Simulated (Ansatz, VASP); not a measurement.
SnTe5: VASP beside Ansatz

File INCAR:

```
  PREC = Accurate
  ENCUT = 520
  EDIFF = 1E-6
  ISMEAR = 0
  SIGMA = 0.1
  LREAL = False
  LASPH = True
  NELM = 100
  ALGO = Normal
  ISIF = 2
  LWAVE = False
  LCHARG = True
  GGA = PE
  LELF = True
  LVHAR = True
  NBANDS = 31
```

Contents of KPOINTS:

```
Automatic mesh
0
Gamma
  6 6 1
```

The input POSCAR:

```
SnTe5
1.0
    3.6919635600      0.0000000000      0.0000000000
    0.0000000000      3.6919635600      0.0000000000
    0.0000000000      0.0000000000     15.6390387600
Sn Te
1 5
Direct
    0.5000000000      0.5000000000      0.0000000000
    0.5000000000      0.5000000000      0.3344822800
    0.5000000000      0.5000000000      0.6655177200
    0.0000000000      0.0000000000      0.1759868000
    0.0000000000      0.0000000000      0.8240132000
    0.0000000000      0.0000000000      0.5000000000
```

Input for Ansatz:

```yaml
crystal:
  lattice:
    - [3.69196356, 0.0, 0.0]
    - [0.0, 3.69196356, 0.0]
    - [0.0, 0.0, 15.63903876]
  atoms:
    - { symbol: Sn, position: [0.5, 0.5, 0.0] }
    - { symbol: Te, position: [0.5, 0.5, 0.33448228] }
    - { symbol: Te, position: [0.5, 0.5, 0.66551772] }
    - { symbol: Te, position: [0.0, 0.0, 0.1759868] }
    - { symbol: Te, position: [0.0, 0.0, 0.8240132] }
    - { symbol: Te, position: [0.0, 0.0, 0.5] }
basis:
  ecutwfc: 420
kpoints:
  mp_grid: { grid: [6, 6, 1] }
hamiltonian:
  xc: pbe
scf:
  occupations: { method: gaussian, width: 0.1 }
  lower_state_search: "off"
output:
  forces: true
  stress: true
  eigenvalues: true
```

Change from the starting cell: species swapped into the Hf5Pb type (P4/mmm, No. 123).

Alike in both runs: task single point; functional PBE; k mesh 6 × 6 × 1; occupations gaussian, width 0.1 eV; no spin polarisation.

|  | VASP | Ansatz |
| --- | --- | --- |
| version | VASP 6.6.1 | Ansatz 0.2.0 |
| potentials or method | VASP PAW PBE potentials, release 64 (Sn_d, Te), cutoff 520 eV | scalar-relativistic, plane waves, PAW |
| valence electrons in the cell | 44 | 94 |

Ansatz gave:

| Item | Value |
| --- | --- |
| gap on the k mesh at the Fermi level (eV) | none |
| pressure (GPa) | -6.3 |
| traceless stress, the component that is largest in VASP (GPa) | -1.50 |
| rms of the force components (eV/Å) | 0.095 |

Q: Estimate VASP's values.

A: gap on the k mesh at the Fermi level (eV): none; pressure (GPa): -6.4; traceless stress, the component that is largest in VASP (GPa): -1.50; rms of the force components (eV/Å): 0.095.

Atom by atom the forces differ by 0.001 eV/Å (rms over components). A gap of «none» marks a metal or a gap that the smearing closes. The functional is the same, so the differences come from potentials, cutoffs and numerics. VASP's potentials hold 44 valence electrons a cell and Ansatz's 94, so a difference there can come from the potentials and not from the codes.

The k mesh is coarse, so the values compare programs but aren't converged. Spin-orbit coupling is off throughout.
